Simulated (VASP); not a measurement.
Runs of VASP 6.6.1 on BAs. The structure is that of space group F-43m (No. 216), or close to it. The cells are those of the table. 

```tsv
task	cell	gap on the mesh (eV)	pressure (GPa)
single point	a = 3.400 Å, angles 60.0°, 2 atoms	1.21	0.6
single point	a = 3.326 Å, angles 60.0°, 2 atoms	1.14	(a)
relaxation of cell and atoms	relaxed to 20 GPa from a = 3.378 Å, angles 60.0°, 2 atoms	1.09	19.9
relaxation of cell and atoms	relaxed from a = 3.378 Å, angles 60.0°, 2 atoms	1.21	0.0
relaxation of cell and atoms	relaxed to 10 GPa from a = 3.378 Å, angles 60.0°, 2 atoms	(b)	10.0
single point	a = 3.361 Å, angles 60.0°, 2 atoms	1.17	5.7
relaxation of cell and atoms	relaxed to 5 GPa from a = 3.378 Å, angles 60.0°, 2 atoms	1.18	5.0
single point	a = 3.268 Å, angles 60.0°, 2 atoms	1.09	21.1
```

Alike in all rows: level PBE; potentials or basis VASP PAW PBE potentials, release 64 (B, As); no spin polarisation; k mesh 8 × 8 × 8; cutoff (eV) 500; smearing gaussian 0.01 eV.

Q: Estimate the missing entries.

A: (a) 10.8; (b) 1.15.

Caveats: the cell stands under pressure (at least some runs); the cell is relaxed towards a set pressure, so the run minimises the enthalpy, not the energy (at least some runs).

A k mesh can miss the band edges, and the runs leave out spin-orbit coupling on As.
